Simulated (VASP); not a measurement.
# MoS2 in VASP: settings compared

Aim: see how the results for MoS2 move with the level of theory and the settings. Levels: RPBE+D3(BJ), PBE, PBE+D3(BJ), PBEsol+D4. Tasks: single point.

Everything below comes from runs of VASP 6.6.1. Logs are shortened: lines on timing, memory, paths and dates and some standing lists are left out, and cuts for length are marked.

## Step 1: The cell of the first run

The cell holds a slab with vacuum, 6 atoms: a = 3.226 Å, b = 3.226 Å, c = 21.956 Å, α = 90.00°, β = 90.00°, γ = 120.00°.

## Step 2: Single point, RPBE+D3(BJ)

INCAR

```
  PREC = Accurate
  ENCUT = 520
  EDIFF = 1E-6
  ISMEAR = -1
  SIGMA = 0.05
  LREAL = False
  LASPH = True
  NELM = 60
  ALGO = Normal
  ISIF = 2
  LWAVE = False
  LCHARG = False
  GGA = RP
  IVDW = 12
  NBANDS = 35
```

KPOINTS

```
regular mesh
0
Gamma
  10 10 2
```

POSCAR

```
MoS2
1.0
    3.2264481230      0.0000000000      0.0000000000
   -1.6132240615      2.7941860385      0.0000000000
    0.0000000000      0.0000000000     21.9557060374
Mo S
2 4
Direct
    0.3333333333      0.6666666667      0.8511602300
    0.6666666667      0.3333333333      0.1488397700
    0.6666666667      0.3333333333      0.7796253900
    0.3333333333      0.6666666667      0.0772510000
    0.6666666667      0.3333333333      0.9227490000
    0.3333333333      0.6666666667      0.2203746100
```

Potentials or basis: VASP PAW PBE potentials, release 64 (Mo_sv, S).

Command:

```
> cat potpaw_PBE.64/Mo_sv/POTCAR potpaw_PBE.64/S/POTCAR > POTCAR
> mpirun -np 1 vasp_std > vasp.out
```

OUTCAR:

```text
PREC = Accurate
   ENCUT = 520
   EDIFF = 1E-6
   ISMEAR = -1
   LREAL = False
   LASPH = True
   NELM = 60
   ISIF = 2
   GGA = RP
   IVDW = 12
 IVDW          = 12

 ion  position               nearest neighbor table
   1  0.333  0.667  0.851-   3 2.44   3 2.44   3 2.44   5 2.44   5 2.44   5 2.44
   2  0.667  0.333  0.149-   6 2.44   6 2.44   6 2.44   4 2.44   4 2.44   4 2.44
   3  0.667  0.333  0.780-   1 2.44   1 2.44   1 2.44
   4  0.333  0.667  0.077-   2 2.44   2 2.44   2 2.44
   5  0.667  0.333  0.923-   1 2.44   1 2.44   1 2.44
   6  0.333  0.667  0.220-   2 2.44   2 2.44   2 2.44

  LATTYP: Found a hexagonal cell.
 ALAT       =     3.2264481230
 C/A-ratio  =     6.8049152506

  Lattice vectors:

 A1 = (   3.2264481230,   0.0000000000,   0.0000000000)
 A2 = (  -1.6132240615,   2.7941860385,   0.0000000000)
 A3 = (   0.0000000000,   0.0000000000,  21.9557060374)

Analysis of symmetry for initial positions (statically):
=====================================================================
 Subroutine PRICEL returns:
 Original cell was already a primitive cell.

 Routine SETGRP: Setting up the symmetry group for a
 hexagonal supercell.

 Subroutine GETGRP returns: Found 12 space group operations
 (whereof 12 operations were pure point group operations)
 out of a pool of 24 trial point group operations.

The static configuration has the point symmetry D_3d.

Analysis of symmetry for dynamics (positions and initial velocities):
=====================================================================
 Subroutine PRICEL returns:
 Original cell was already a primitive cell.

 Routine SETGRP: Setting up the symmetry group for a
 hexagonal supercell.

 Subroutine GETGRP returns: Found 12 space group operations
 (whereof 12 operations were pure point group operations)
 out of a pool of 24 trial point group operations.

The dynamic configuration has the point symmetry D_3d.

 Subroutine INISYM returns: Found 12 space group operations
 (whereof 12 operations are pure point group operations),
 and found     1 'primitive' translations

----------------------------------------------------------------------------------------

                                     Primitive cell

  volume of cell :     197.9372

  direct lattice vectors                    reciprocal lattice vectors
     3.226448123  0.000000000  0.000000000     0.309938348  0.178942988  0.000000000
    -1.613224061  2.794186038  0.000000000     0.000000000  0.357885977  0.000000000
     0.000000000  0.000000000 21.955706037     0.000000000  0.000000000  0.045546247

  length of vectors
     3.226448123  3.226448123 21.955706037     0.357885977  0.357885977  0.045546247

  position of ions in fractional coordinates (direct lattice)
     0.333333333  0.666666667  0.851160230
     0.666666667  0.333333333  0.148839770
     0.666666667  0.333333333  0.779625390
     0.333333333  0.666666667  0.077251000
     0.666666667  0.333333333  0.922749000
     0.333333333  0.666666667  0.220374610

  ion indices of the primitive-cell ions
   primitive index   ion index
                 1           1
                 2           2
                 3           3
                 4           4
                 5           5
                 6           6

----------------------------------------------------------------------------------------

 KPOINTS: regular mesh

Automatic generation of k-mesh.
 Grid dimensions read from file:
 generate k-points for:   10   10    2

 Generating k-lattice:

  Cartesian coordinates                     Fractional coordinates (reciprocal lattice)
     0.030993835  0.017894299  0.000000000     0.100000000 -0.000000000  0.000000000
     0.000000000  0.035788598  0.000000000     0.000000000  0.100000000  0.000000000
     0.000000000  0.000000000  0.022773123     0.000000000  0.000000000  0.500000000

  Length of vectors
     0.035788598  0.035788598  0.022773123

  Shift w.r.t. Gamma in fractional coordinates (k-lattice)
     0.000000000  0.000000000  0.000000000

 Subroutine IBZKPT returns following result:
 ===========================================

 Found     28 irreducible k-points:

 Following reciprocal coordinates:
            Coordinates               Weight
  0.000000  0.000000  0.000000      1.000000
  0.100000  0.000000  0.000000      6.000000
  0.200000  0.000000  0.000000      6.000000
  0.300000  0.000000  0.000000      6.000000
  0.400000  0.000000  0.000000      6.000000
  0.500000  0.000000  0.000000      3.000000
[... 16 lines left out ...]
  0.300000  0.100000  0.500000     12.000000
  0.400000  0.100000  0.500000     12.000000
 [... further k-points ...]
   k-points           NKPTS =     28   k-points in BZ     NKDIM =     28   number of bands    NBANDS=     35
   number of dos      NEDOS =    301   number of ions     NIONS =      6
   total plane-waves  NPLWV =  96768
   dimension x,y,z NGX =    24 NGY =   24 NGZ =  168
   dimension x,y,z NGXF=    48 NGYF=   48 NGZF=  336
   ions per type =               2   4
   NGX,Y,Z   is equivalent  to a cutoff of  12.37, 12.37, 12.72 a.u.
   NGXF,Y,Z  is equivalent  to a cutoff of  24.73, 24.73, 25.44 a.u.
 SYSTEM =  unknown system
   PREC   = accura    normal or accurate (medium, high low for compatibility)
   ISTART =      0    job   : 0-new  1-cont  2-samecut
   ICHARG =      2    charge: 1-file 2-atom 10-const
   ISPIN  =      1    spin polarized calculation?
   LNONCOLLINEAR =      F non collinear calculations
   LSORBIT =      F    spin-orbit coupling
   LASPH  =      T    aspherical Exc in radial PAW
   ENCUT  =  520.0 eV  38.22 Ry    6.18 a.u.   6.00  6.00 40.82*2*pi/ulx,y,z
   NELM   =     60;   NELMIN=  2; NELMDL= -5     # of ELM steps
   EDIFF  = 0.1E-05   stopping-criterion for ELM
   LREAL  =      F    real-space projection
   EDIFFG = 0.1E-04   stopping-criterion for IOM
   NSW    =      0    number of steps for IOM
   IBRION =     -1    ionic relax: 0-MD 1-quasi-New 2-CG
   NFREE  =      0    steps in history (QN), initial steepest desc. (CG)
   ISIF   =      2    stress and relaxation
   ISYM   =      2    0-nonsym 1-usesym 2-fastsym
   POTIM  = 0.5000    time-step for ionic-motion
   TEBEG  =    0.0;   TEEND  =   0.0 temperature during run
   PSTRESS=    0.0 pullay stress
   NELECT =      52.0000    total number of electrons
   NUPDOWN=      -1.0000    fix difference up-down
   EMIN   =  10.00;   EMAX   =-10.00  energy-range for DOS
   EFERMI =   0.00;   METHOD = LEGACY
   ISMEAR =    -1;   SIGMA  =   0.05  broadening in eV -4-tet -1-fermi 0-gaus
   EFERMI_NEDOS =   21; number of points for ismear=-14 and -15
   IALGO  =     38    algorithm
   IMIX   =      4    mixing-type and parameters
     AMIX     =   0.40;   BMIX     =  1.00
     AMIX_MAG =   1.60;   BMIX_MAG =  1.00
  volume/ion in A,a.u.               =      32.99       222.62
  Fermi-wavevector in a.u.,A,eV,Ry     =   1.048496  1.981370 14.957483  1.099344
  Thomas-Fermi vector in A             =   2.183420
   LORBIT       =      0    0 simple, 1 ext, 2 COOP (PROOUT), +10 PAW based schemes
   GGA     = RP    functional components
   LHFCALC =     F    Hartree Fock is set to
   AEXX    =    0.0000 exact exchange contribution
   IVDW    =    12    specifies the selected vdW correction
   LEPSILON=     F    determine dielectric tensor
   LRPA    =     F    only Hartree local field effects (RPA)
 non-spin polarized calculation
  energy-cutoff  :      520.00
  volume of cell :      197.94
 maximum number of plane-waves:      5390
 NGX is ok and might be reduce to    24
   NGX = 11   NGY = 11   NGZ = 81

 number of electron      52.0000001 magnetization

 Free energy of the ion-electron system (eV)
  ---------------------------------------------------
  ext. energy  EPLUGINS =         0.00000000
  ---------------------------------------------------
  free energy    TOTEN  =       -41.23486354 eV

  energy without entropy =      -41.23486340  energy(sigma->0) =      -41.23486347

 E-fermi :   2.0238     XC(G=0):  -6.4274

 val. band max:        1.4026013283   @ k =   0.0000   0.0000   0.0000
 cond. band min:       2.7549470491   @ k =   0.3000   0.3000   0.5000
 fundamental gap:      1.3523457208
 Fermi energy:         2.0238141065

 k-point     1 :       0.0000    0.0000    0.0000
  band No.  band energies     occupation
      1     -59.8663      2.00000
      2     -59.8663      2.00000
      3     -33.9683      2.00000
      4     -33.9683      2.00000
      5     -33.8119      2.00000
      6     -33.8119      2.00000
[... 27 lines left out ...]
     34       3.9503      0.00000
     35       6.2810      0.00000

 k-point     2 :       0.1000    0.0000    0.0000
  band No.  band energies     occupation
      1     -59.8634      2.00000
      2     -59.8633      2.00000
      3     -33.9623      2.00000
      4     -33.9623      2.00000
      5     -33.8429      2.00000
      6     -33.8429      2.00000
[... 27 lines left out ...]
     34       3.9550      0.00000
     35       6.5057      0.00000

 k-point     3 :       0.2000    0.0000    0.0000
  band No.  band energies     occupation
      1     -59.8557      2.00000
      2     -59.8557      2.00000
      3     -33.9467      2.00000
      4     -33.9467      2.00000
      5     -33.9231      2.00000
      6     -33.9231      2.00000
[... 27 lines left out ...]
     34       4.4597      0.00000
     35       7.0637      0.00000

 k-point     4 :       0.3000    0.0000    0.0000
  band No.  band energies     occupation
      1     -59.8462      2.00000
      2     -59.8462      2.00000
      3     -34.0210      2.00000
      4     -34.0209      2.00000
      5     -33.9274      2.00000
      6     -33.9274      2.00000
[... 27 lines left out ...]
     34       4.9100      0.00000
     35       7.8714      0.00000

 k-point     5 :       0.4000    0.0000    0.0000
  band No.  band energies     occupation
      1     -59.8385      2.00000
      2     -59.8385      2.00000
      3     -34.0990      2.00000
      4     -34.0990      2.00000
      5     -33.9117      2.00000
      6     -33.9117      2.00000
[... 638 lines left out ...]
 k-point    22 :       0.2000    0.1000    0.5000
  band No.  band energies     occupation
      1     -59.8495      2.00000
      2     -59.8495      2.00000
      3     -33.9798      2.00000
      4     -33.9798      2.00000
      5     -33.9341      2.00000
      6     -33.9341      2.00000
[... 27 lines left out ...]
     34       4.9556      0.00000
     35       7.5967      0.00000

 k-point    23 :       0.3000    0.1000    0.5000
  band No.  band energies     occupation
      1     -59.8409      2.00000
      2     -59.8408      2.00000
      3     -34.0620      2.00000
      4     -34.0620      2.00000
      5     -33.9165      2.00000
      6     -33.9165      2.00000
[... 27 lines left out ...]
     34       5.2727      0.00000
     35       8.4575      0.00000

 k-point    24 :       0.4000    0.1000    0.5000
  band No.  band energies     occupation
      1     -59.8355      2.00000
      2     -59.8355      2.00000
      3     -34.1122      2.00000
      4     -34.1122      2.00000
      5     -33.9057      2.00000
      6     -33.9057      2.00000
[... 27 lines left out ...]
     34       5.2585      0.00000
     35       7.5223      0.00000

 [... further k-points ...]

------------------------ aborting loop because EDIFF is reached ----------------------------------------

 Edisp (eV)  -10.48265

 E8    (eV) :    -6.6184

  FORCE on cell =-STRESS in cart. coord.  units (eV):
  Direction    XX          YY          ZZ          XY          YZ          ZX
  --------------------------------------------------------------------------------------
  -------------------------------------------------------------------------------------
  Total     -14.91183   -14.91183    -7.98318     0.00000     0.00000     0.00000
  in kB    -120.70193  -120.70193   -64.61885     0.00000     0.00000     0.00000
  external pressure =     -102.01 kB  Pullay stress =        0.00 kB

 VOLUME and BASIS-vectors are now :
 -----------------------------------------------------------------------------
  energy-cutoff  :      520.00
  volume of cell :      197.94
      direct lattice vectors                 reciprocal lattice vectors
     3.226448123  0.000000000  0.000000000     0.309938348  0.178942988  0.000000000
    -1.613224061  2.794186038  0.000000000     0.000000000  0.357885977  0.000000000
     0.000000000  0.000000000 21.955706037     0.000000000  0.000000000  0.045546247

 POSITION                                       TOTAL-FORCE (eV/Angst)
 -----------------------------------------------------------------------------------
     -0.00000      1.86279     18.68782        -0.000000      0.000000      0.067067
      1.61322      0.93140      3.26788         0.000000     -0.000000     -0.067067
      1.61322      0.93140     17.11723         0.000000      0.000000      1.132149
     -0.00000      1.86279      1.69610        -0.000000     -0.000000      1.027913
      1.61322      0.93140     20.25961        -0.000000     -0.000000     -1.027913
     -0.00000      1.86279      4.83848         0.000000     -0.000000     -1.132149
 -----------------------------------------------------------------------------------
    total drift:                                0.000000     -0.000000      0.000000

  FREE ENERGIE OF THE ION-ELECTRON SYSTEM (eV)
  ---------------------------------------------------
  free  energy   TOTEN  =       -51.7175108963 eV

  energy  without entropy=      -51.7175107496  energy(sigma->0) =      -51.71751082
```

Wall time 2.8 min (1 thread of AMD EPYC 9R45 (Zen 5), shared host); peak memory 0.36 GiB.

What came out:

```
Free energy                : -51.7175 eV
Largest force              : 1.132 eV/Å
Band gap on the k mesh     : 1.35 eV (least direct gap 1.79 eV)
Dispersion energy per atom : -1.747 eV
```

Forces in eV/Å, atoms in the order of the input:
```
Mo   0.000  0.000  0.067
Mo   0.000  0.000 -0.067
S    0.000  0.000  1.132
S    0.000  0.000  1.028
S    0.000  0.000 -1.028
S    0.000  0.000 -1.132
```

Caveat: the PAW data sets were made with another functional, which shifts forces and pressure a little.

## Step 3: Single point, PBE

INCAR

```
SYSTEM = MoS2
PREC     = Accurate       ! precision mode
ENCUT    = 520            ! plane-wave cutoff, eV
EDIFF    = 1E-6           ! SCF threshold, eV
ISMEAR   = -1             ! smearing method
SIGMA    = 0.05           ! smearing width, eV
LREAL    = .False.        ! projectors in reciprocal space
LASPH    = .True.         ! aspherical terms in the spheres
NELM     = 80             ! most SCF steps
ALGO     = Normal         ! electronic algorithm
ISIF     = 2              ! what is computed and relaxed
LWAVE    = .False.        ! write WAVECAR
LCHARG   = .False.        ! write CHGCAR
GGA      = PE             ! functional
NBANDS   = 35             ! bands
```

KPOINTS

```
Automatic mesh
0
Gamma
  10 10 2
  0 0 0
```

POSCAR is that of step 2.

Potentials or basis: VASP PAW PBE potentials, release 64 (Mo_sv, S).

Command:

```
> cat potpaw_PBE.64/Mo_sv/POTCAR potpaw_PBE.64/S/POTCAR > POTCAR
> mpirun -np 1 vasp_std > vasp.out
```

OUTCAR:

```text
SYSTEM = MoS2
   PREC = Accurate
   ENCUT = 520
   EDIFF = 1E-6
   ISMEAR = -1
   LREAL = .False.
   LASPH = .True.
   NELM = 80
   ISIF = 2
   GGA = PE

 ion  position               nearest neighbor table
   1  0.333  0.667  0.851-   3 2.44   3 2.44   3 2.44   5 2.44   5 2.44   5 2.44
   2  0.667  0.333  0.149-   6 2.44   6 2.44   6 2.44   4 2.44   4 2.44   4 2.44
   3  0.667  0.333  0.780-   1 2.44   1 2.44   1 2.44
   4  0.333  0.667  0.077-   2 2.44   2 2.44   2 2.44
   5  0.667  0.333  0.923-   1 2.44   1 2.44   1 2.44
   6  0.333  0.667  0.220-   2 2.44   2 2.44   2 2.44

  LATTYP: Found a hexagonal cell.
 ALAT       =     3.2264481230
 C/A-ratio  =     6.8049152506

  Lattice vectors:

 A1 = (   3.2264481230,   0.0000000000,   0.0000000000)
 A2 = (  -1.6132240615,   2.7941860385,   0.0000000000)
 A3 = (   0.0000000000,   0.0000000000,  21.9557060374)

Analysis of symmetry for initial positions (statically):
=====================================================================
 Subroutine PRICEL returns:
 Original cell was already a primitive cell.
[... 181 lines left out ...]
 cond. band min:       2.6623115547   @ k =   0.3000   0.3000   0.5000
 fundamental gap:      1.3388856168
 Fermi energy:         1.9374005961

 k-point     1 :       0.0000    0.0000    0.0000
  band No.  band energies     occupation
      1     -59.9384      2.00000
      2     -59.9384      2.00000
      3     -34.0446      2.00000
      4     -34.0446      2.00000
      5     -33.8835      2.00000
      6     -33.8835      2.00000
[... 901 lines left out ...]
     34       5.1591      0.00000
     35       7.3642      0.00000

 [... further k-points ...]

------------------------ aborting loop because EDIFF is reached ----------------------------------------

  FORCE on cell =-STRESS in cart. coord.  units (eV):
  Direction    XX          YY          ZZ          XY          YZ          ZX
  --------------------------------------------------------------------------------------
  -------------------------------------------------------------------------------------
  Total       -3.1034111     -3.1034111     -2.3727323      0.0000000      0.0000000      0.0000000
  in kB      -25.1201646    -25.1201646    -19.2057786      0.0000000      0.0000000      0.0000000
  external PRESSURE =     -23.1487026 kB  Pullay stress =       0.0000000 kB

 VOLUME and BASIS-vectors are now :
 -----------------------------------------------------------------------------
  energy-cutoff  :      520.00
  volume of cell :      197.94
      direct lattice vectors                 reciprocal lattice vectors
     3.226448123  0.000000000  0.000000000     0.309938348  0.178942988  0.000000000
    -1.613224061  2.794186038  0.000000000     0.000000000  0.357885977  0.000000000
     0.000000000  0.000000000 21.955706037     0.000000000  0.000000000  0.045546247

 POSITION                                       TOTAL-FORCE (eV/Angst)
 -----------------------------------------------------------------------------------
     -0.00000      1.86279     18.68782         0.000000     -0.000000      0.001833
      1.61322      0.93140      3.26788        -0.000000      0.000000     -0.001833
      1.61322      0.93140     17.11723         0.000000      0.000000      0.394579
     -0.00000      1.86279      1.69610        -0.000000      0.000000      0.443278
      1.61322      0.93140     20.25961         0.000000     -0.000000     -0.443278
     -0.00000      1.86279      4.83848        -0.000000     -0.000000     -0.394579
 -----------------------------------------------------------------------------------
    total drift:                                0.000000     -0.000000      0.000000

  FREE ENERGIE OF THE ION-ELECTRON SYSTEM (eV)
  ---------------------------------------------------
  free  energy   TOTEN  =       -43.6500342307 eV

  energy  without entropy=      -43.6500340624  energy(sigma->0) =      -43.65003415
```

stdout:

```text
POSCAR found type information on POSCAR MoS
 POSCAR found :  2 types and       6 ions
 scaLAPACK will be used
 LDA part: xc-table for (Slater+PW92), standard interpolation
 POSCAR, INCAR and KPOINTS ok, starting setup
 FFT: planning ... GRIDC
 FFT: planning ... GRID_SOFT
 FFT: planning ... GRID
 WAVECAR not read
 entering main loop
```

It took 2.7 min on 1 thread of AMD EPYC 9R45 (Zen 5), shared host; peak memory 0.35 GiB.

What came out:

| Property | Result |
| --- | --- |
| Free energy | -43.6500 eV |
| Largest force | 0.443 eV/Å |
| Band gap on the k mesh | 1.34 eV (least direct gap 1.79 eV) |

Forces on the atoms (eV/Å):
```
Mo   0.000  0.000  0.002
Mo   0.000  0.000 -0.002
S    0.000  0.000  0.395
S    0.000  0.000  0.443
S    0.000  0.000 -0.443
S    0.000  0.000 -0.395
```

(Part 1 of 2 ends here.)
